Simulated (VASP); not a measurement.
# WSe2 in VASP: a series of runs, part 2 of 3

VASP 6.6.1.

## 3. Single point, PBE+D3(BJ)

Contents of INCAR:

```
ALGO = Normal
DIPOL = 0.5 0.5 0.407
EDIFF = 1E-7
ENCUT = 520
GGA = PE
IDIPOL = 3
ISIF = 2
ISMEAR = 0
IVDW = 12
LASPH = True
LCHARG = False
LDIPOL = True
LREAL = False
LWAVE = False
NBANDS = 35
NELM = 80
PREC = Accurate
SIGMA = 0.05
```

Contents of KPOINTS:

```
k-points
0
Gamma
  9 9 1
```

Contents of POSCAR:

```
WSe2
1.0
    3.2854929709      0.0000000000      0.0000000000
   -1.6427464855      2.8453203767      0.0000000000
    0.0000000000      0.0000000000     24.2386466774
Se W
4 2
Direct
    0.3333333333      0.6666666667      0.1856539294
    0.3333333333      0.6666666667      0.3246601777
    0.5555555556      0.4444444444      0.4900984571
    0.5555555556      0.4444444444      0.6291047054
    0.6666666667      0.3333333333      0.2551570536
    0.8888888889      0.1111111111      0.5596015813
```

Potentials or basis: VASP PAW PBE potentials, release 64 (Se, W_sv).

On the command line:

```
cat potpaw_PBE.64/Se/POTCAR potpaw_PBE.64/W_sv/POTCAR > POTCAR
mpirun -np 1 vasp_std > vasp.out
```

OUTCAR:

```text
EDIFF = 1E-7
   ENCUT = 520
   GGA = PE
   ISIF = 2
   ISMEAR = 0
   IVDW = 12
   LASPH = True
   LREAL = False
   NELM = 80
   PREC = Accurate
 IVDW          = 12

 ion  position               nearest neighbor table
   1  0.333  0.667  0.186-   5 2.54   5 2.54   5 2.54
   2  0.333  0.667  0.325-   5 2.54   5 2.54   5 2.54
   3  0.556  0.444  0.490-   6 2.54   6 2.54   6 2.54
   4  0.556  0.444  0.629-   6 2.54   6 2.54   6 2.54
   5  0.667  0.333  0.255-   2 2.54   2 2.54   2 2.54   1 2.54   1 2.54   1 2.54
   6  0.889  0.111  0.560-   4 2.54   4 2.54   4 2.54   3 2.54   3 2.54   3 2.54

  LATTYP: Found a hexagonal cell.
 ALAT       =     3.2854929709
 C/A-ratio  =     7.3774763459

  Lattice vectors:

 A1 = (   3.2854929709,   0.0000000000,   0.0000000000)
 A2 = (  -1.6427464855,   2.8453203767,   0.0000000000)
 A3 = (   0.0000000000,   0.0000000000,  24.2386466774)

Analysis of symmetry for initial positions (statically):
=====================================================================
 Subroutine PRICEL returns:
 Original cell was already a primitive cell.

 Routine SETGRP: Setting up the symmetry group for a
[... 189 lines left out ...]
      2     -73.1796      2.00000
      3     -37.4290      2.00000
      4     -37.4250      2.00000
      5     -37.2951      2.00000
      6     -37.2949      2.00000
[... 901 lines left out ...]
     34       5.5410      0.00000
     35       6.3524      0.00000

 [... further k-points ...]

------------------------ aborting loop because EDIFF is reached ----------------------------------------

 vacuum level on the upper side and lower side of the slab       (xc-potential included)        -0.097        -0.095

 Edisp (eV)   -2.23934

 E8    (eV) :    -1.0305

  FORCE on cell =-STRESS in cart. coord.  units (eV):
  Direction    XX          YY          ZZ          XY          YZ          ZX
  --------------------------------------------------------------------------------------
  -------------------------------------------------------------------------------------
  Total       0.02697     0.01847    -0.38065    -0.00736    -0.02162     0.03745
  in kB       0.19067     0.13057    -2.69152    -0.05205    -0.15290     0.26483
  external pressure =       -0.79 kB  Pullay stress =        0.00 kB

 VOLUME and BASIS-vectors are now :
 -----------------------------------------------------------------------------
  energy-cutoff  :      520.00
  volume of cell :      226.59
      direct lattice vectors                 reciprocal lattice vectors
     3.285492971  0.000000000  0.000000000     0.304368327  0.175727136  0.000000000
    -1.642746486  2.845320377  0.000000000     0.000000000  0.351454271  0.000000000
     0.000000000  0.000000000 24.238646677     0.000000000  0.000000000  0.041256429

 POSITION                                       TOTAL-FORCE (eV/Angst)
 -----------------------------------------------------------------------------------
     -0.00000      1.89688      4.50000         0.000328     -0.000190     -0.040494
     -0.00000      1.89688      7.86932        -0.006479      0.003741      0.132881
      1.09516      1.26459     11.87932         0.005648     -0.003261     -0.131928
      1.09516      1.26459     15.24865         0.000126     -0.000073      0.041037
      1.64275      0.94844      6.18466        -0.001711      0.000988      0.030903
      2.73791      0.31615     13.56399         0.002088     -0.001205     -0.032399
 -----------------------------------------------------------------------------------
    total drift:                                0.000154     -0.000089     -0.000284

  FREE ENERGIE OF THE ION-ELECTRON SYSTEM (eV)
  ---------------------------------------------------
  free  energy   TOTEN  =       -45.4619026960 eV

  energy  without entropy=      -45.4619026960  energy(sigma->0) =      -45.46190270

 vacuum level on the upper side and lower side of the slab         5.822         5.823
```

OSZICAR:

```text
N       E                     dE             d eps       ncg     rms          rms(c)
DAV:   1     0.467102495577E+03    0.46710E+03   -0.27123E+04  2054   0.130E+03
DAV:   2    -0.127873660753E+02   -0.47989E+03   -0.46590E+03  2201   0.325E+02
DAV:   3    -0.442294860156E+02   -0.31442E+02   -0.31063E+02  2201   0.803E+01
[... 16 lines left out ...]
DAV:  20    -0.432225593953E+02   -0.11248E-04   -0.59206E-07  1811   0.198E-03    0.895E-04
DAV:  21    -0.432225605840E+02   -0.11887E-05   -0.25574E-08  1460   0.553E-04    0.552E-04
DAV:  22    -0.432225611651E+02   -0.58103E-06   -0.22100E-08  1239   0.456E-04    0.231E-04
DAV:  23    -0.432225612751E+02   -0.11001E-06   -0.50988E-09  1273   0.277E-04    0.729E-05
DAV:  24    -0.432225612774E+02   -0.23629E-08   -0.11333E-09  1091   0.120E-04
   1 F= -.45461903E+02 E0= -.45461903E+02  d E =-.350973E-17
```

stdout:

```text
POSCAR found type information on POSCAR SeW
 POSCAR found :  2 types and       6 ions
 scaLAPACK will be used
 LDA part: xc-table for (Slater+PW92), standard interpolation
 POSCAR, INCAR and KPOINTS ok, starting setup
 FFT: planning ... GRIDC
 FFT: planning ... GRID_SOFT
 FFT: planning ... GRID
 WAVECAR not read
 entering main loop
```

Run time: 3 min. Hardware: 1 thread of Intel Xeon Platinum 8559C (Emerald Rapids), shared host; peak memory 0.41 GiB.

Results:

* Free energy: -45.4619 eV
* Largest force: 0.133 eV/Å
* Band gap on the k mesh: 1.60 eV, indirect (least direct gap 1.66 eV)
* Dispersion energy per atom: -0.373 eV

Forces on the atoms (eV/Å):
```
Se   0.000  0.000 -0.040
Se  -0.006  0.004  0.133
Se   0.006 -0.003 -0.132
Se   0.000  0.000  0.041
W   -0.002  0.001  0.031
W    0.002 -0.001 -0.032
```

Caveat: spin-orbit coupling is left out, which moves the levels of the heavy elements.

(Part 2 of 3 ends here.)
